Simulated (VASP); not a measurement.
# In15P17 (a cell with a defect) in VASP: further runs

In15P17 (a cell with a defect) is run at these levels: PBE; tasks: single point.

Program: VASP 6.6.1. These are calculated values, not measurements. Logs are shortened: lines on timing, memory, paths and dates and some standing lists are left out, and cuts for length are marked.

### 1 The cell of the first run

The cell holds a defect, 32 atoms: a = 10.323 Å, b = 10.323 Å, c = 10.323 Å, α = 109.47°, β = 109.47°, γ = 109.47°.

### 2 Single point, PBE

Contents of INCAR:

```
PREC = Accurate
ENCUT = 400
EDIFF = 1E-6
ISMEAR = 0
SIGMA = 0.02
LREAL = Auto
LASPH = T
NELM = 120
ALGO = Normal
ISIF = 2
LWAVE = F
LCHARG = F
GGA = PE
NBANDS = 162
GGA_COMPAT = F
```

Contents of KPOINTS:

```
Automatic mesh
0
Gamma
  2 2 2
  0.5 0.5 0.5
```

Contents of POSCAR:

```
In15P17
1.0
   -5.9597880289      5.9597880289      5.9597880289
    5.9597880289     -5.9597880289      5.9597880289
    5.9597880289      5.9597880289     -5.9597880289
P In
17 15
Direct
    0.5000000000      0.5000000000      0.0000000000
    0.2601603697      0.5000000000      0.0000000000
    0.2503180394      0.7512335186      0.7503180394
    0.2487664814     -0.0009154792      0.4990845208
    0.5000000000      0.2601603697      0.0000000000
    0.2503180394      0.2503180394      0.2512335186
    0.5000000000      0.5000000000      0.7601603697
    0.5000000000      0.7496819606      0.5009154792
    0.7496819606      0.0009154792      0.0000000000
    0.5000000000      0.0009154792      0.2496819606
    0.7512335186      0.2503180394      0.7503180394
    0.7496819606      0.5000000000      0.5009154792
    0.0009154792      0.7496819606      0.0000000000
    0.7398396303      0.7398396303      0.2398396303
   -0.0009154792     -0.0009154792      0.7487664814
   -0.0009154792      0.2487664814      0.4990845208
    0.0009154792      0.5000000000      0.2496819606
    0.5000000000      0.7489809786      0.7519900013
    0.5000000000      0.0000000000      0.5000000000
    0.7489809786      0.2519900013      0.0000000000
    0.5000000000      0.2519900013      0.2489809786
    0.7489809786      0.5000000000      0.7519900013
    0.7480099987      0.7480099987      0.4969909773
    0.0000000000      0.0000000000      0.0000000000
    0.7480099987     -0.0030090227      0.2480099987
    0.0030090227      0.2510190214      0.7510190214
    0.0000000000      0.5000000000      0.5000000000
    0.2519900013      0.7489809786      0.0000000000
   -0.0030090227      0.7480099987      0.2480099987
    0.2510190214      0.0030090227      0.7510190214
    0.2510190214      0.2510190214      0.5030090227
    0.2519900013      0.5000000000      0.2489809786
```

Potentials or basis: VASP PAW PBE potentials, release 64 (P, In_d).

On the command line:

```bash
> cat potpaw_PBE.64/P/POTCAR potpaw_PBE.64/In_d/POTCAR > POTCAR
> mpirun -np 1 vasp_std > vasp.out
```

OUTCAR:

```text
PREC = Accurate
   ENCUT = 400
   EDIFF = 1E-6
   ISMEAR = 0
   LREAL = Auto
   LASPH = T
   NELM = 120
   ISIF = 2
   GGA = PE

 ion  position               nearest neighbor table
   1  0.500  0.500  0.000-   2 2.48   5 2.48   7 2.48  14 2.48
   2  0.260  0.500  0.000-   1 2.48  26 2.60  28 2.60  32 2.60
   3  0.250  0.751  0.750-  18 2.58  28 2.58  27 2.59  30 2.59
   4  0.249  0.999  0.499-  30 2.58  31 2.58  19 2.59  29 2.59
   5  0.500  0.260  0.000-   1 2.48  20 2.60  21 2.60  30 2.60
   6  0.250  0.250  0.251-  21 2.58  32 2.58  24 2.59  31 2.59
[... 24 lines left out ...]
  31  0.251  0.251  0.503-   4 2.58  16 2.58   6 2.59   7 2.60
  32  0.252  0.500  0.249-   6 2.58   8 2.58  17 2.59   2 2.60

  LATTYP: Found a body centered cubic cell.
 ALAT       =    11.9195760578

  Lattice vectors:

 A1 = (  -5.9597880289,   5.9597880289,   5.9597880289)
 A2 = (   5.9597880289,  -5.9597880289,   5.9597880289)
 A3 = (   5.9597880289,   5.9597880289,  -5.9597880289)

Analysis of symmetry for initial positions (statically):
=====================================================================
 Subroutine PRICEL returns:
 Original cell was already a primitive cell.

 Routine SETGRP: Setting up the symmetry group for a
 body centered cubic supercell.

 Subroutine GETGRP returns: Found 24 space group operations
 (whereof  8 operations were pure point group operations)
 out of a pool of 48 trial point group operations.

The static configuration has the point symmetry D_2d.
 The point group associated with its full space group is T_d .

Analysis of symmetry for dynamics (positions and initial velocities):
=====================================================================
 Subroutine PRICEL returns:
 Original cell was already a primitive cell.

 Routine SETGRP: Setting up the symmetry group for a
 body centered cubic supercell.

 Subroutine GETGRP returns: Found 24 space group operations
 (whereof  8 operations were pure point group operations)
 out of a pool of 48 trial point group operations.

The dynamic configuration has the point symmetry D_2d.
 The point group associated with its full space group is T_d .

 Subroutine INISYM returns: Found 24 space group operations
 (whereof  8 operations are pure point group operations),
 and found     1 'primitive' translations

----------------------------------------------------------------------------------------

                                     Primitive cell

  volume of cell :     846.7446

  direct lattice vectors                    reciprocal lattice vectors
    -5.959788029  5.959788029  5.959788029     0.000000000  0.083895601  0.083895601
     5.959788029 -5.959788029  5.959788029     0.083895601  0.000000000  0.083895601
     5.959788029  5.959788029 -5.959788029     0.083895601  0.083895601  0.000000000

  length of vectors
    10.322655668 10.322655668 10.322655668     0.118646297  0.118646297  0.118646297

  position of ions in fractional coordinates (direct lattice)
     0.500000000  0.500000000  0.000000000
     0.260160370  0.500000000  0.000000000
     0.250318039  0.751233519  0.750318039
     0.248766481  0.999084521  0.499084521
     0.500000000  0.260160370  0.000000000
     0.250318039  0.250318039  0.251233519
[... 24 lines left out ...]
     0.251019021  0.251019021  0.503009023
     0.251990001  0.500000000  0.248980979

  ion indices of the primitive-cell ions
   primitive index   ion index
                 1           1
                 2           2
                 3           3
                 4           4
                 5           5
                 6           6
[... 24 lines left out ...]
                31          31
                32          32

----------------------------------------------------------------------------------------

 KPOINTS: Automatic mesh

Automatic generation of k-mesh.
 Grid dimensions read from file:
 generate k-points for:    2    2    2

 Generating k-lattice:

  Cartesian coordinates                     Fractional coordinates (reciprocal lattice)
     0.000000000  0.041947801  0.041947801     0.500000000  0.000000000  0.000000000
     0.041947801  0.000000000  0.041947801     0.000000000  0.500000000  0.000000000
     0.041947801  0.041947801  0.000000000     0.000000000  0.000000000  0.500000000

  Length of vectors
     0.059323149  0.059323149  0.059323149

  Shift w.r.t. Gamma in fractional coordinates (k-lattice)
     0.500000000  0.500000000  0.500000000

 Subroutine IBZKPT returns following result:
 ===========================================

 Found      2 irreducible k-points:

 Following reciprocal coordinates:
            Coordinates               Weight
  0.250000  0.250000  0.250000      2.000000
 -0.250000  0.250000  0.250000      6.000000
   k-points           NKPTS =      2   k-points in BZ     NKDIM =      2   number of bands    NBANDS=    162
   number of dos      NEDOS =    301   number of ions     NIONS =     32
   total plane-waves  NPLWV = 343000
   dimension x,y,z NGX =    70 NGY =   70 NGZ =   70
   dimension x,y,z NGXF=   140 NGYF=  140 NGZF=  140
   ions per type =              17  15
   NGX,Y,Z   is equivalent  to a cutoff of  11.27, 11.27, 11.27 a.u.
   NGXF,Y,Z  is equivalent  to a cutoff of  22.55, 22.55, 22.55 a.u.
 SYSTEM =  unknown system
   PREC   = accura    normal or accurate (medium, high low for compatibility)
   ISTART =      0    job   : 0-new  1-cont  2-samecut
   ICHARG =      2    charge: 1-file 2-atom 10-const
   ISPIN  =      1    spin polarized calculation?
   LNONCOLLINEAR =      F non collinear calculations
   LSORBIT =      F    spin-orbit coupling
   LASPH  =      T    aspherical Exc in radial PAW
   ENCUT  =  400.0 eV  29.40 Ry    5.42 a.u.  16.83 16.83 16.83*2*pi/ulx,y,z
   NELM   =    120;   NELMIN=  2; NELMDL= -5     # of ELM steps
   EDIFF  = 0.1E-05   stopping-criterion for ELM
   LREAL  =      T    real-space projection
   EDIFFG = 0.1E-04   stopping-criterion for IOM
   NSW    =      0    number of steps for IOM
   IBRION =     -1    ionic relax: 0-MD 1-quasi-New 2-CG
   NFREE  =      0    steps in history (QN), initial steepest desc. (CG)
   ISIF   =      2    stress and relaxation
   ISYM   =      2    0-nonsym 1-usesym 2-fastsym
   POTIM  = 0.5000    time-step for ionic-motion
   TEBEG  =    0.0;   TEEND  =   0.0 temperature during run
   PSTRESS=    0.0 pullay stress
   NELECT =     280.0000    total number of electrons
   NUPDOWN=      -1.0000    fix difference up-down
   EMIN   =  10.00;   EMAX   =-10.00  energy-range for DOS
   EFERMI =   0.00;   METHOD = LEGACY
   ISMEAR =     0;   SIGMA  =   0.02  broadening in eV -4-tet -1-fermi 0-gaus
   EFERMI_NEDOS =   21; number of points for ismear=-14 and -15
   IALGO  =     38    algorithm
   IMIX   =      4    mixing-type and parameters
     AMIX     =   0.40;   BMIX     =  1.00
     AMIX_MAG =   1.60;   BMIX_MAG =  1.00
  volume/ion in A,a.u.               =      26.46       178.57
  Fermi-wavevector in a.u.,A,eV,Ry     =   1.132079  2.139319 17.437263  1.281603
  Thomas-Fermi vector in A             =   2.268779
   LORBIT       =      0    0 simple, 1 ext, 2 COOP (PROOUT), +10 PAW based schemes
   GGA     = PE    functional components
   LHFCALC =     F    Hartree Fock is set to
   AEXX    =    0.0000 exact exchange contribution
   IVDW    =     0    specifies the selected vdW correction
   LEPSILON=     F    determine dielectric tensor
   LRPA    =     F    only Hartree local field effects (RPA)
 non-spin polarized calculation
 Gauss-broadening in eV      SIGMA  =   0.02
  energy-cutoff  :      400.00
  volume of cell :      846.74
 maximum number of plane-waves:     15375
 NGX is ok and might be reduce to    70
   NGX = 33   NGY = 33   NGZ = 33

 number of electron     279.9999960 magnetization

 Free energy of the ion-electron system (eV)
  ---------------------------------------------------
  ext. energy  EPLUGINS =         0.00000000
  ---------------------------------------------------
  free energy    TOTEN  =      -135.01155204 eV

  energy without entropy =     -135.01155204  energy(sigma->0) =     -135.01155204

 E-fermi :   5.4348     XC(G=0):  -9.0264

 val. band max:        5.3173066661   @ k =  -0.2500   0.2500   0.2500
 cond. band min:       5.9413980509   @ k =   0.2500   0.2500   0.2500
 fundamental gap:      0.6240913848
 Fermi energy:         5.4347532716

 k-point     1 :       0.2500    0.2500    0.2500
  band No.  band energies     occupation
      1      -9.6603      2.00000
      2      -9.6554      2.00000
      3      -9.6554      2.00000
      4      -9.6554      2.00000
      5      -9.6546      2.00000
      6      -9.6546      2.00000
[... 144 lines left out ...]
    151       7.0940      0.00000
    152       7.0940      0.00000

 k-point     2 :      -0.2500    0.2500    0.2500
  band No.  band energies     occupation
      1      -9.6730      2.00000
      2      -9.6730      2.00000
      3      -9.6682      2.00000
      4      -9.6529      2.00000
      5      -9.6470      2.00000
      6      -9.6470      2.00000
[... 144 lines left out ...]
    151       7.4499      0.00000
    152       7.4499      0.00000
 [bands above 152 left out]

------------------------ aborting loop because EDIFF is reached ----------------------------------------

  FORCE on cell =-STRESS in cart. coord.  units (eV):
  Direction    XX          YY          ZZ          XY          YZ          ZX
  --------------------------------------------------------------------------------------
  -------------------------------------------------------------------------------------
  Total       -2.5166351     -2.5166351     -2.5166351      0.0000000     -0.0000000     -0.0000000
  in kB       -4.7618795     -4.7618795     -4.7618795      0.0000000     -0.0000000     -0.0000000
  external PRESSURE =      -4.7618795 kB  Pullay stress =       0.0000000 kB

 VOLUME and BASIS-vectors are now :
 -----------------------------------------------------------------------------
  energy-cutoff  :      400.00
  volume of cell :      846.74
      direct lattice vectors                 reciprocal lattice vectors
    -5.959788029  5.959788029  5.959788029     0.000000000  0.083895601  0.083895601
     5.959788029 -5.959788029  5.959788029     0.083895601  0.000000000  0.083895601
     5.959788029  5.959788029 -5.959788029     0.083895601  0.083895601  0.000000000

 POSITION                                       TOTAL-FORCE (eV/Angst)
 -----------------------------------------------------------------------------------
      0.00000      0.00000      5.95979         0.000000     -0.000000     -0.000000
      1.42939     -1.42939      4.53039        -0.002735      0.002735      0.002735
      7.45709      1.48639      1.49730        -0.000669      0.000004     -0.000669
      7.44617     -1.49730      4.46249         0.000004      0.000669      0.000669
     -1.42939      1.42939      4.53039         0.002735     -0.002735      0.002735
      1.49730      1.49730      1.48639        -0.000669     -0.000669      0.000004
[... 24 lines left out ...]
      2.99783      2.99783     -0.00579         0.001117      0.001117      0.000403
      2.96196      0.00579      2.99783        -0.001117     -0.000403      0.001117
 -----------------------------------------------------------------------------------
    total drift:                               -0.000084     -0.000084     -0.000107

  FREE ENERGIE OF THE ION-ELECTRON SYSTEM (eV)
  ---------------------------------------------------
  free  energy   TOTEN  =      -135.0115520391 eV

  energy  without entropy=     -135.0115520391  energy(sigma->0) =     -135.01155204
```

It took 8.3 min on 1 thread of Intel Xeon Platinum 8259CL at 2.50GHz (Skylake/Cascade Lake), shared host; peak memory 0.71 GiB.

What came out:

| Property | Result |
| --- | --- |
| Free energy | -135.0116 eV |
| Pressure | -0.5 GPa |
| Largest force | 0.005 eV/Å |
| Band gap on the k mesh | 0.62 eV |

Forces in eV/Å, atoms in the order of the input:
```
P    0.000  0.000  0.000
P   -0.003  0.003  0.003
P   -0.001  0.000 -0.001
P    0.000  0.001  0.001
P    0.003 -0.003  0.003
P   -0.001 -0.001  0.000
P    0.003  0.003 -0.003
P    0.000 -0.001  0.001
P   -0.001  0.001  0.000
P    0.000  0.001 -0.001
P    0.000 -0.001 -0.001
P   -0.001  0.000  0.001
P    0.001 -0.001  0.000
P   -0.003 -0.003 -0.003
P    0.001  0.001  0.000
P    0.001  0.000  0.001
P    0.001  0.000 -0.001
In   0.000  0.001 -0.001
In   0.000  0.000  0.000
In   0.001 -0.001  0.000
In   0.000 -0.001  0.001
In   0.001  0.000 -0.001
In  -0.001 -0.001  0.000
In   0.000  0.000  0.000
In  -0.001  0.000 -0.001
In   0.000  0.001  0.001
In   0.000  0.000  0.000
In  -0.001  0.001  0.000
In   0.000 -0.001 -0.001
In   0.001  0.000  0.001
In   0.001  0.001  0.000
In  -0.001  0.000  0.001
```

Caveat: semilocal functionals underestimate gaps, and a narrow one can read as zero; spin-orbit coupling is left out, which moves the levels of the heavy elements.

### 3 Single point, PBE

Contents of INCAR:

```
PREC = Accurate
ENCUT = 400
EDIFF = 1E-6
ISMEAR = 0
SIGMA = 0.02
LREAL = Auto
LASPH = True
NELM = 120
ALGO = Normal
ISIF = 2
LWAVE = False
LCHARG = False
GGA = PE
NBANDS = 162
NELECT = 278.0
GGA_COMPAT = False
```

KPOINTS is that of step 2.

Contents of POSCAR:

```
In15P17
1.0
   -5.9597880289      5.9597880289      5.9597880289
    5.9597880289     -5.9597880289      5.9597880289
    5.9597880289      5.9597880289     -5.9597880289
P In
17 15
Direct
    0.5000000000      0.5000000000      0.0000000000
    0.2784374636      0.5000000000      0.0000000000
    0.2501637027      0.7554932180      0.7501637027
    0.2445067820     -0.0053295153      0.4946704847
    0.5000000000      0.2784374636      0.0000000000
    0.2501637027      0.2501637027      0.2554932180
    0.5000000000      0.5000000000      0.7784374636
    0.5000000000      0.7498362973      0.5053295153
    0.7498362973      0.0053295153      0.0000000000
    0.5000000000      0.0053295153      0.2498362973
    0.7554932180      0.2501637027      0.7501637027
    0.7498362973      0.5000000000      0.5053295153
    0.0053295153      0.7498362973      0.0000000000
    0.7215625364      0.7215625364      0.2215625364
   -0.0053295153     -0.0053295153      0.7445067820
   -0.0053295153      0.2445067820      0.4946704847
    0.0053295153      0.5000000000      0.2498362973
    0.5000000000      0.7538301220      0.7588126079
    0.5000000000      0.0000000000      0.5000000000
    0.7538301220      0.2588126079      0.0000000000
    0.5000000000      0.2588126079      0.2538301220
    0.7538301220      0.5000000000      0.7588126079
    0.7411873921      0.7411873921      0.4950175142
    0.0000000000      0.0000000000      0.0000000000
    0.7411873921     -0.0049824858      0.2411873921
    0.0049824858      0.2461698780      0.7461698780
    0.0000000000      0.5000000000      0.5000000000
    0.2588126079      0.7538301220      0.0000000000
   -0.0049824858      0.7411873921      0.2411873921
    0.2461698780      0.0049824858      0.7461698780
    0.2461698780      0.2461698780      0.5049824858
    0.2588126079      0.5000000000      0.2538301220
```

Potentials or basis: VASP PAW PBE potentials, release 64 (P, In_d).

On the command line:

```bash
> cat potpaw_PBE.64/P/POTCAR potpaw_PBE.64/In_d/POTCAR > POTCAR
> mpirun -np 1 vasp_std > vasp.out
```

Wall time 9.5 min (1 thread of Intel Xeon Platinum 8259CL at 2.50GHz (Skylake/Cascade Lake), shared host); peak memory 0.72 GiB.

Results (log left out):

```
Free energy   : -145.7942 eV
Largest force : 0.018 eV/Å
```

Forces in eV/Å, atoms in the order of the input:
```
P    0.000  0.000  0.000
P   -0.011  0.011  0.011
P   -0.003  0.002 -0.003
P    0.002  0.003  0.003
P    0.011 -0.011  0.011
P   -0.003 -0.003  0.002
P    0.011  0.011 -0.011
P   -0.002 -0.003  0.003
P   -0.003  0.003 -0.002
P   -0.002  0.003 -0.003
P    0.002 -0.003 -0.003
P   -0.003 -0.002  0.003
P    0.003 -0.003 -0.002
P   -0.011 -0.011 -0.011
P    0.003  0.003  0.002
P    0.003  0.002  0.003
P    0.003 -0.002 -0.003
In   0.009 -0.005  0.005
In   0.000  0.000  0.000
In  -0.005  0.005  0.009
In   0.009  0.005 -0.005
In  -0.005  0.009  0.005
In   0.005  0.005 -0.009
In   0.000  0.000  0.000
In   0.005 -0.009  0.005
In  -0.009 -0.005 -0.005
In   0.000  0.000  0.000
In   0.005 -0.005  0.009
In  -0.009  0.005  0.005
In  -0.005 -0.009 -0.005
In  -0.005 -0.005 -0.009
In   0.005  0.009 -0.005
```

Levels at points of the mesh, in eV from the Fermi level:
```csv
k point,band 135,band 136,band 137,band 138,band 139,band 140,band 141,band 142,band 143,band 144
"(0.25, 0.25, 0.25)",-0.19,-0.19,-0.14,-0.14,-0.14,1.06,1.62,1.62,1.62,2.41
```

Caveat: the cell carries a net charge on a neutralising background, which shifts energy and pressure; the cell is charged against a uniform background, so pressure and absolute levels hang on convention; spin-orbit coupling is left out, which moves the levels of the heavy elements.
